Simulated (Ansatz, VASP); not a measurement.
**One calculation of FeAuC4N4, two programs**

```xyz
10
Lattice="6.1183 0.0000 0.0000 0.0000 6.1183 0.0000 0.0000 0.0000 6.1183" Properties=species:S:1:pos:R:3 pbc="T T T"
Fe    0.0000    0.0000    0.0000
C     1.1415    1.1415    1.1415
C     1.1415    4.9768    4.9768
C     4.9768    1.1415    4.9768
C     4.9768    4.9768    1.1415
Au    3.0591    3.0591    3.0591
N     1.8170    1.8170    1.8170
N     1.8170    4.3013    4.3013
N     4.3013    1.8170    4.3013
N     4.3013    4.3013    1.8170
```

Alike in both runs: functional PBE; k mesh 4 × 4 × 4; occupations gaussian, width 0.1 eV; collinear spin.

Ansatz relaxed the structure, and its values are those at the end. VASP's run is a single point on that final structure, the one shown.

|  | VASP | Ansatz |
| --- | --- | --- |
| version | VASP 6.6.1 | Ansatz 0.2.0 |
| potentials or method | VASP PAW PBE potentials, release 64 (Fe, C, Au, N), cutoff 520 eV | scalar-relativistic, plane waves, PAW |
| valence electrons in the cell | 55 | 71 |

|  | VASP | Ansatz | Ansatz less VASP |
| --- | --- | --- | --- |
| gap on the k mesh at the Fermi level (eV) | 0.25 | 0.27 | +0.022 |
| least direct gap on the mesh (eV) | 0.26 | 0.29 | +0.023 |
| pressure (GPa) | 0.4 | 0.2 | -0.28 |
| rms of the force components (eV/Å) | 0.191 | 0.007 | -0.1843 |
| net moment per atom (μB) | 0.50 | 0.50 | +0.001 |
| size of the moment on the site where the two differ most (μB) | 3.58 | 3.24 | -0.344 |

Site moments also hang on the region over which each program counts them. One of these differences is far larger than is usual between the two programs; its cause wasn't traced. The functional is the same, so the differences come from potentials, cutoffs and numerics. VASP's potentials hold 55 valence electrons a cell and Ansatz's 71, so a difference there can come from the potentials and not from the codes.

Spin-orbit coupling is off throughout. Noted on VASP's run: the standard files for N, O and F lose accuracy on very short bonds.
